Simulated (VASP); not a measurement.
# ScTa3F (P-6m2) in VASP: further runs

Runs on ScTa3F. Level: PBE. Tasks: relaxation of cell and atoms, single point.

Program: VASP 6.6.1. These are calculated values, not measurements. Logs are shortened: lines on timing, memory, paths and dates and some standing lists are left out, and cuts for length are marked.

## Step 1: The cell of the first run

The structure is hexagonal, space group P-6m2 (No. 187). Conventional cell: a = 4.090 Å, b = 4.090 Å, c = 5.050 Å, α = 90.00°, β = 90.00°, γ = 120.00°. Within 3.1 Å of Sc (site symmetry -6m2) lie 9 Ta at 2.36 to 2.69 Å. Within 3.3 Å of Ta (site symmetry 3m) lie 5 Ta at 2.47 to 2.69 Å and 3 F at 2.67 Å and 3 Sc at 2.69 Å. Within 3.1 Å of Ta (site symmetry -6m2) lie 3 Sc at 2.36 Å and 2 F at 2.52 Å and 6 Ta at 2.69 Å. Within 3.3 Å of F (site symmetry -6m2) lie 8 Ta at 2.52 to 2.67 Å.

The cell was generated, and may not be a known phase.

## Step 2: Relaxation of cell and atoms, PBE

INCAR

```
SYSTEM = ScTa3F
  PREC = Accurate
  ENCUT = 600
  EDIFF = 1E-6
  ISMEAR = 0
  SIGMA = 0.1
  LREAL = .FALSE.
  LASPH = .TRUE.
  NELM = 100
  ALGO = Normal
  ISIF = 3
  LWAVE = .FALSE.
  LCHARG = .FALSE.
  GGA = PE
  IBRION = 2
  NSW = 90
  EDIFFG = -0.04
```

KPOINTS

```
regular mesh
0
G
  6 6 4
  0 0 0
```

POSCAR

```
ScTa3F
1.0
    4.0902195000      0.0000000000      0.0000000000
   -2.0451097500      3.5422339900      0.0000000000
    0.0000000000      0.0000000000      5.0495610200
Sc Ta F
1 3 1
Direct
    0.3333333300      0.6666666700      0.5000000000
    0.0000000000      0.0000000000      0.7552470000
    0.0000000000      0.0000000000      0.2447530000
    0.6666666700      0.3333333300      0.5000000000
    0.6666666700      0.3333333300      0.0000000000
```

Potentials or basis: VASP PAW PBE potentials, release 64 (Sc_sv, Ta_pv, F).

On the command line:

```sh
> cat potpaw_PBE.64/Sc_sv/POTCAR potpaw_PBE.64/Ta_pv/POTCAR potpaw_PBE.64/F/POTCAR > POTCAR
> mpirun -np 1 vasp_std > vasp.out
```

OUTCAR:

```text
SYSTEM = ScTa3F
   PREC = Accurate
   ENCUT = 600
   EDIFF = 1E-6
   ISMEAR = 0
   LREAL = .FALSE.
   LASPH = .TRUE.
   NELM = 100
   ISIF = 3
   GGA = PE
   IBRION = 2
   NSW = 90
   EDIFFG = -0.04

 ion  position               nearest neighbor table
   1  0.333  0.667  0.500-   4 2.36   4 2.36   4 2.36   2 2.69   3 2.69   3 2.69   2 2.69   3 2.69
                             2 2.69
   2  0.000  0.000  0.755-   3 2.47   3 2.58   5 2.67   5 2.67   5 2.67   4 2.69   1 2.69   4 2.69
                             1 2.69   4 2.69   1 2.69
   3  0.000  0.000  0.245-   2 2.47   2 2.58   5 2.67   5 2.67   5 2.67   1 2.69   4 2.69   4 2.69
                             1 2.69   4 2.69   1 2.69
   4  0.667  0.333  0.500-   1 2.36   1 2.36   1 2.36   5 2.52   5 2.52   3 2.69   2 2.69   2 2.69
                             3 2.69   2 2.69   3 2.69
   5  0.667  0.333  0.000-   4 2.52   4 2.52   2 2.67   3 2.67   2 2.67   3 2.67   2 2.67   3 2.67

  LATTYP: Found a hexagonal cell.
 ALAT       =     4.0902195000
 C/A-ratio  =     1.2345452414

  Lattice vectors:

 A1 = (   4.0902195000,   0.0000000000,   0.0000000000)
 A2 = (  -2.0451097500,   3.5422339900,   0.0000000000)
 A3 = (   0.0000000000,   0.0000000000,   5.0495610200)

Analysis of symmetry for initial positions (statically):
=====================================================================
 Subroutine PRICEL returns:
 Original cell was already a primitive cell.

 Routine SETGRP: Setting up the symmetry group for a
 hexagonal supercell.

 Subroutine GETGRP returns: Found 12 space group operations
 (whereof 12 operations were pure point group operations)
 out of a pool of 24 trial point group operations.

The static configuration has the point symmetry D_3h.

Analysis of symmetry for dynamics (positions and initial velocities):
=====================================================================
 Subroutine PRICEL returns:
 Original cell was already a primitive cell.

 Routine SETGRP: Setting up the symmetry group for a
 hexagonal supercell.

 Subroutine GETGRP returns: Found 12 space group operations
 (whereof 12 operations were pure point group operations)
 out of a pool of 24 trial point group operations.

The dynamic configuration has the point symmetry D_3h.

 Subroutine INISYM returns: Found 12 space group operations
 (whereof 12 operations are pure point group operations),
 and found     1 'primitive' translations

----------------------------------------------------------------------------------------

                                     Primitive cell

  volume of cell :      73.1606

  direct lattice vectors                    reciprocal lattice vectors
     4.090219500  0.000000000  0.000000000     0.244485657  0.141153860  0.000000000
    -2.045109750  3.542233990  0.000000000     0.000000000  0.282307720  0.000000000
     0.000000000  0.000000000  5.049561020     0.000000000  0.000000000  0.198037017

  length of vectors
     4.090219500  4.090219496  5.049561020     0.282307719  0.282307720  0.198037017

  position of ions in fractional coordinates (direct lattice)
     0.333333330  0.666666670  0.500000000
     0.000000000  0.000000000  0.755247000
     0.000000000  0.000000000  0.244753000
     0.666666670  0.333333330  0.500000000
     0.666666670  0.333333330  0.000000000

  ion indices of the primitive-cell ions
   primitive index   ion index
                 1           1
                 2           2
                 3           3
                 4           4
                 5           5

----------------------------------------------------------------------------------------

 KPOINTS: regular mesh

Automatic generation of k-mesh.
 Grid dimensions read from file:
 generate k-points for:    6    6    4

 Generating k-lattice:

  Cartesian coordinates                     Fractional coordinates (reciprocal lattice)
     0.040747609  0.023525643  0.000000000     0.166666667 -0.000000000  0.000000000
     0.000000000  0.047051287  0.000000000     0.000000000  0.166666667  0.000000000
     0.000000000  0.000000000  0.049509254     0.000000000  0.000000000  0.250000000

  Length of vectors
     0.047051287  0.047051287  0.049509254

  Shift w.r.t. Gamma in fractional coordinates (k-lattice)
     0.000000000  0.000000000  0.000000000

 Subroutine IBZKPT returns following result:
 ===========================================

 Found     21 irreducible k-points:

 Following reciprocal coordinates:
            Coordinates               Weight
  0.000000  0.000000  0.000000      1.000000
  0.166667 -0.000000  0.000000      6.000000
  0.333333 -0.000000  0.000000      6.000000
  0.500000  0.000000  0.000000      3.000000
  0.166667  0.166667  0.000000      6.000000
  0.333333  0.166667  0.000000     12.000000
[... 13 lines left out ...]
  0.333333  0.166667  0.500000     12.000000
  0.333333  0.333333  0.500000      2.000000
   k-points           NKPTS =     21   k-points in BZ     NKDIM =     21   number of bands    NBANDS=     30
   number of dos      NEDOS =    301   number of ions     NIONS =      5
   total plane-waves  NPLWV =  51840
   dimension x,y,z NGX =    36 NGY =   36 NGZ =   40
   dimension x,y,z NGXF=    72 NGYF=   72 NGZF=   80
   ions per type =               1   3   1
   NGX,Y,Z   is equivalent  to a cutoff of  14.63, 14.63, 13.17 a.u.
   NGXF,Y,Z  is equivalent  to a cutoff of  29.26, 29.26, 26.34 a.u.
 SYSTEM =  ScTa3F
   PREC   = accura    normal or accurate (medium, high low for compatibility)
   ISTART =      0    job   : 0-new  1-cont  2-samecut
   ICHARG =      2    charge: 1-file 2-atom 10-const
   ISPIN  =      1    spin polarized calculation?
   LNONCOLLINEAR =      F non collinear calculations
   LSORBIT =      F    spin-orbit coupling
   LASPH  =      T    aspherical Exc in radial PAW
   ENCUT  =  600.0 eV  44.10 Ry    6.64 a.u.   8.17  8.17 10.09*2*pi/ulx,y,z
   NELM   =    100;   NELMIN=  2; NELMDL= -5     # of ELM steps
   EDIFF  = 0.1E-05   stopping-criterion for ELM
   LREAL  =      F    real-space projection
   EDIFFG = -.4E-01   stopping-criterion for IOM
   NSW    =     90    number of steps for IOM
   IBRION =      2    ionic relax: 0-MD 1-quasi-New 2-CG
   NFREE  =      1    steps in history (QN), initial steepest desc. (CG)
   ISIF   =      3    stress and relaxation
   ISYM   =      2    0-nonsym 1-usesym 2-fastsym
   POTIM  = 0.5000    time-step for ionic-motion
   TEBEG  =    0.0;   TEEND  =   0.0 temperature during run
   PSTRESS=    0.0 pullay stress
   NELECT =      51.0000    total number of electrons
   NUPDOWN=      -1.0000    fix difference up-down
   EMIN   =  10.00;   EMAX   =-10.00  energy-range for DOS
   EFERMI =   0.00;   METHOD = LEGACY
   ISMEAR =     0;   SIGMA  =   0.10  broadening in eV -4-tet -1-fermi 0-gaus
   EFERMI_NEDOS =   21; number of points for ismear=-14 and -15
   IALGO  =     38    algorithm
   IMIX   =      4    mixing-type and parameters
     AMIX     =   0.40;   BMIX     =  1.00
     AMIX_MAG =   1.60;   BMIX_MAG =  1.00
  volume/ion in A,a.u.               =      14.63        98.74
  Fermi-wavevector in a.u.,A,eV,Ry     =   1.451574  2.743076 28.668372  2.107066
  Thomas-Fermi vector in A             =   2.569055
   LORBIT       =      0    0 simple, 1 ext, 2 COOP (PROOUT), +10 PAW based schemes
   GGA     = PE    functional components
   LHFCALC =     F    Hartree Fock is set to
   AEXX    =    0.0000 exact exchange contribution
   IVDW    =     0    specifies the selected vdW correction
   LEPSILON=     F    determine dielectric tensor
   LRPA    =     F    only Hartree local field effects (RPA)
 conjugate gradient relaxation of ions
 non-spin polarized calculation
 Gauss-broadening in eV      SIGMA  =   0.10
  energy-cutoff  :      600.00
  volume of cell :       73.16
 maximum number of plane-waves:      2457
 NGX is ok and might be reduce to    36
   NGX = 17   NGY = 17   NGZ = 21

--------------------------------------- Ionic step        1  -------------------------------------------

 number of electron      51.0000004 magnetization

 Free energy of the ion-electron system (eV)
  ---------------------------------------------------
  ext. energy  EPLUGINS =         0.00000000
  ---------------------------------------------------
  free energy    TOTEN  =       -36.15544707 eV

  energy without entropy =      -36.12431176  energy(sigma->0) =      -36.13987942

------------------------ aborting loop because EDIFF is reached ----------------------------------------

  FORCE on cell =-STRESS in cart. coord.  units (eV):
  Direction    XX          YY          ZZ          XY          YZ          ZX
  --------------------------------------------------------------------------------------
  -------------------------------------------------------------------------------------
  Total       30.3475954     30.3475954     21.6874346      0.0000000      0.0000000     -0.0000000
  in kB      664.5954793    664.5954778    474.9427679      0.0000000      0.0000000     -0.0000000
  external PRESSURE =     601.3779083 kB  Pullay stress =       0.0000000 kB
[... 26 lines left out ...]
--------------------------------------- Ionic step        2  -------------------------------------------

 number of electron      51.0000033 magnetization

 E-fermi :   1.4261     XC(G=0):  -9.0635

 val. band max:        1.4074974255   @ k =   0.5000   0.0000   0.2500
 cond. band min:       1.4276443125   @ k =   0.3333  -0.0000   0.5000
 fundamental gap:      0.0201468871
 Fermi energy:         1.4261397104

 k-point     1 :       0.0000    0.0000    0.0000
  band No.  band energies     occupation
      1     -48.3829      2.00000
      2     -33.8164      2.00000
      3     -33.8164      2.00000
      4     -33.7943      2.00000
      5     -33.7706      2.00000
      6     -33.7706      2.00000
[... 753 lines left out ...]
  FREE ENERGIE OF THE ION-ELECTRON SYSTEM (eV)
  ---------------------------------------------------
  free  energy   TOTEN  =       -40.5173818609 eV

  energy  without entropy=      -40.4852331527  energy(sigma->0) =      -40.50130751

[... ionic steps 4 to 9 ...]

--------------------------------------- Ionic step       10  -------------------------------------------

 number of electron      50.9999994 magnetization

------------------------ aborting loop because EDIFF is reached ----------------------------------------
[... 34 lines left out ...]
--------------------------------------- Ionic step       11  -------------------------------------------

 number of electron      50.9999997 magnetization

 E-fermi :   3.5821     XC(G=0): -10.5611

 val. band max:        3.5712188978   @ k =   0.1667  -0.0000   0.0000
 cond. band min:       3.6290633900   @ k =   0.1667   0.1667   0.0000
 fundamental gap:      0.0578444922
 Fermi energy:         3.5821223985

 k-point     1 :       0.0000    0.0000    0.0000
  band No.  band energies     occupation
      1     -45.3116      2.00000
      2     -31.9014      2.00000
      3     -31.0673      2.00000
      4     -31.0673      2.00000
      5     -30.9082      2.00000
      6     -30.7051      2.00000
[... 720 lines left out ...]
--------------------------------------- Ionic step       12  -------------------------------------------

 number of electron      50.9999999 magnetization

 Free energy of the ion-electron system (eV)
  ---------------------------------------------------
  ext. energy  EPLUGINS =         0.00000000
  ---------------------------------------------------
  free energy    TOTEN  =       -41.18934809 eV

  energy without entropy =      -41.17083035  energy(sigma->0) =      -41.18008922

 E-fermi :   3.6458     XC(G=0): -10.6015

 val. band max:        3.6400769542   @ k =   0.1667  -0.0000   0.0000
 cond. band min:       3.7039234711   @ k =   0.1667   0.1667   0.0000
 fundamental gap:      0.0638465169
 Fermi energy:         3.6458239807

 k-point     1 :       0.0000    0.0000    0.0000
  band No.  band energies     occupation
      1     -45.2555      2.00000
      2     -31.8963      2.00000
      3     -31.0142      2.00000
      4     -31.0142      2.00000
      5     -30.8583      2.00000
      6     -30.6508      2.00000
[... 714 lines left out ...]
  FREE ENERGIE OF THE ION-ELECTRON SYSTEM (eV)
  ---------------------------------------------------
  free  energy   TOTEN  =       -41.1893480876 eV

  energy  without entropy=      -41.1708303477  energy(sigma->0) =      -41.18008922

 reached required accuracy - stopping structural energy minimisation
```

It took 15 min on 1 thread of Oxide Virtual Turin-like, shared host; peak memory 0.22 GiB.

Results:

```yaml
Free_energy: -41.1893 eV
Relaxed_volume: 20.72 Å³/atom
Relaxed_cell: a = 4.779 Å, b = 4.779 Å, c = 5.236 Å, α = 90.00°, β = 90.00°, γ = 120.00°
Space_group_after_relaxing_to_0.1_Å: P-6m2 (No. 187)
Energy_gained_by_relaxing: 1006.8 meV/atom
Ionic_steps: 12
Pressure_after_relaxing: 0.1 GPa
Largest_force_after_relaxing: 0.011 eV/Å
Band_gap_on_the_k_mesh: zero (an odd number of electrons rules out a gap without spin polarisation)
```

Forces on the atoms (eV/Å):
```
Sc   0.000  0.000  0.000
Ta   0.000  0.000  0.011
Ta   0.000  0.000 -0.011
Ta   0.000  0.000  0.000
F    0.000  0.000  0.000
```

The path:
| step | energy change (eV) | largest force (eV/Å) | pressure (GPa) | volume (Å³) |
| --- | --- | --- | --- | --- |
| 1 | 0.0000 | 0.6391 | 60.14 | 73.16 |
| 2 | -0.7571 | 2.9602 | -20.25 | 147.86 |
| 3 | -4.3619 | 2.7147 | -2.60 | 104.61 |
| 4 | -4.3723 | 2.6885 | -1.27 | 103.18 |
| 5 | -4.3730 | 2.6761 | -0.64 | 102.51 |
| 6 | -4.9688 | 0.8995 | 0.00 | 103.77 |
| 7 | -5.0091 | 0.3902 | 0.88 | 104.12 |
| 8 | -5.0098 | 0.2059 | 0.73 | 104.07 |
| 9 | -5.0237 | 0.1673 | -0.92 | 105.47 |
| 10 | -5.0238 | 0.1692 | -0.82 | 105.38 |
| 11 | -5.0321 | 0.0910 | -0.27 | 104.34 |
| 12 | -5.0339 | 0.0111 | 0.14 | 103.58 |

Final structure:
```
Sc Ta F
1.0
     4.77926    0.00000    0.00000
    -2.38963    4.13896    0.00000
     0.00000    0.00000    5.23641
Sc Ta F
1 3 1
Direct
  0.33333 0.66667 0.50000
  0.00000 0.00000 0.72895
  0.00000 0.00000 0.27104
  0.66667 0.33333 0.50000
  0.66667 0.33333 0.00000
```

Levels at points of the mesh, in eV from the Fermi level:
```tsv
k point	band 22	band 23	band 24	band 25	band 26	band 27	band 28	band 29	band 30
(0.00, 0.00, 0.00)	-1.44	-1.44	-0.57	-0.57	-0.45	-0.09	1.34	1.34	1.88
(0.50, 0.00, 0.00)	-1.85	-1.77	-1.07	-0.59	-0.55	0.40	1.03	1.35	1.61
(0.00, 0.00, 0.50)	-1.20	-1.20	-0.49	-0.49	-0.11	0.61	1.43	1.43	1.56
(0.50, 0.00, 0.50)	-1.62	-0.40	-0.26	-0.23	0.27	0.40	0.62	0.70	0.86
```

Caveat: the volume moved by over 15 % at a fixed basis, so the end points are rough; spin-orbit coupling is left out, which moves the levels of the heavy elements.

## Step 3: Single point, PBE

This run uses another cell than the first one, of 20.85 Å³/atom.

INCAR

```
SYSTEM = ScTa3F
ALGO = Fast
EDIFF = 1E-7
ENCUT = 520
GGA = PE
ISIF = 2
ISMEAR = 0
LASPH = .True.
LCHARG = .True.
LELF = .True.
LREAL = .False.
LVHAR = .True.
LWAVE = .False.
NBANDS = 34
NELM = 60
PREC = Accurate
SIGMA = 0.1
```

KPOINTS

```
k-points
0
Gamma
  12 12 8
  0 0 0
```

POSCAR

```
ScTa3F
1.0
    4.8034634101      0.0000000000      0.0000000000
   -2.4017317051      4.1599213393      0.0000000000
    0.0000000000      0.0000000000      5.2159691638
Sc Ta F
1 3 1
Direct
    0.3333333333      0.6666666667      0.5000000000
    0.0000000000      0.0000000000      0.7291308029
    0.0000000000      0.0000000000      0.2708691971
    0.6666666667      0.3333333333      0.5000000000
    0.6666666667      0.3333333333      0.0000000000
```

Potentials or basis: VASP PAW PBE potentials, release 64 (Sc_sv, Ta_pv, F).

On the command line:

```sh
> cat potpaw_PBE.64/Sc_sv/POTCAR potpaw_PBE.64/Ta_pv/POTCAR potpaw_PBE.64/F/POTCAR > POTCAR
> mpirun -np 1 vasp_std > vasp.out
```

OUTCAR:

```text
SYSTEM = ScTa3F
   EDIFF = 1E-7
   ENCUT = 520
   GGA = PE
   ISIF = 2
   ISMEAR = 0
   LASPH = .True.
   LREAL = .False.
   NELM = 60
   PREC = Accurate

 ion  position               nearest neighbor table
   1  0.333  0.667  0.500-   4 2.77   4 2.77   4 2.77   2 3.02   3 3.02   3 3.02   2 3.02   3 3.02
                             2 3.02
   2  0.000  0.000  0.729-   3 2.39   3 2.83   1 3.02   4 3.02   4 3.02   1 3.02   4 3.02   1 3.02

[... 1093 lines left out ...]
 [... further k-points ...]
[... 5 lines left out ...]
  --------------------------------------------------------------------------------------
  -------------------------------------------------------------------------------------
  Total       -0.0081173     -0.0081173      0.1636843      0.0000000     -0.0000000     -0.0000000
  in kB       -0.1247801     -0.1247801      2.5161876      0.0000000     -0.0000000     -0.0000000
  external PRESSURE =       0.7555425 kB  Pullay stress =       0.0000000 kB

 VOLUME and BASIS-vectors are now :
 -----------------------------------------------------------------------------
  energy-cutoff  :      520.00
  volume of cell :      104.23
      direct lattice vectors                 reciprocal lattice vectors
     4.803463410  0.000000000  0.000000000     0.208183120  0.120194580  0.000000000
    -2.401731705  4.159921339  0.000000000     0.000000000  0.240389161  0.000000000
     0.000000000  0.000000000  5.215969164     0.000000000  0.000000000  0.191718925

 POSITION                                       TOTAL-FORCE (eV/Angst)
 -----------------------------------------------------------------------------------
     -0.00000      2.77328      2.60798         0.000000     -0.000000      0.000000
      0.00000      0.00000      3.80312        -0.000000      0.000000      0.060250
      0.00000      0.00000      1.41285        -0.000000     -0.000000     -0.060250
      2.40173      1.38664      2.60798        -0.000000      0.000000      0.000000
      2.40173      1.38664      0.00000         0.000000     -0.000000      0.000000
 -----------------------------------------------------------------------------------
    total drift:                               -0.000000      0.000000      0.000000

  FREE ENERGIE OF THE ION-ELECTRON SYSTEM (eV)
  ---------------------------------------------------
  free  energy   TOTEN  =       -41.2925460464 eV

  energy  without entropy=      -41.2770104309  energy(sigma->0) =      -41.28477824
```

stdout:

```text
POSCAR found type information on POSCAR ScTaF
 POSCAR found :  3 types and       5 ions
 scaLAPACK will be used
 LDA part: xc-table for (Slater+PW92), standard interpolation
 POSCAR, INCAR and KPOINTS ok, starting setup
 FFT: planning ... GRIDC
 FFT: planning ... GRID_SOFT
 FFT: planning ... GRID
 WAVECAR not read
 entering main loop
```

It took 16 min on 1 thread of Oxide Virtual Turin-like, shared host; peak memory 0.41 GiB.

What came out:

- Free energy: -41.2925 eV
- Pressure: 0.1 GPa
- Largest force: 0.060 eV/Å
- Band gap on the k mesh: zero (an odd number of electrons rules out a gap without spin polarisation)

Forces on the atoms (eV/Å):
```
Sc   0.000  0.000  0.000
Ta   0.000  0.000  0.060
Ta   0.000  0.000 -0.060
Ta   0.000  0.000  0.000
F    0.000  0.000  0.000
```

Levels at points of the mesh, in eV from the Fermi level:
```
           k point  band 23  band 24  band 25  band 26  band 27  band 28  band 29  band 30
(0.00, 0.00, 0.00)    -1.32    -0.49    -0.49    -0.34     0.03     1.39     1.39     1.92
(0.50, 0.00, 0.00)    -1.66    -1.00    -0.51    -0.47     0.46     1.13     1.45     1.65
(0.00, 0.00, 0.50)    -1.08    -0.40    -0.40     0.12     0.85     1.56     1.56     1.61
(0.50, 0.00, 0.50)    -0.31    -0.16    -0.14     0.51     0.60     0.72     0.76     0.97
```

Caveat: spin-orbit coupling is left out, which moves the levels of the heavy elements.

The gap in the log of VASP goes by the Fermi energy; the results here count the filled bands.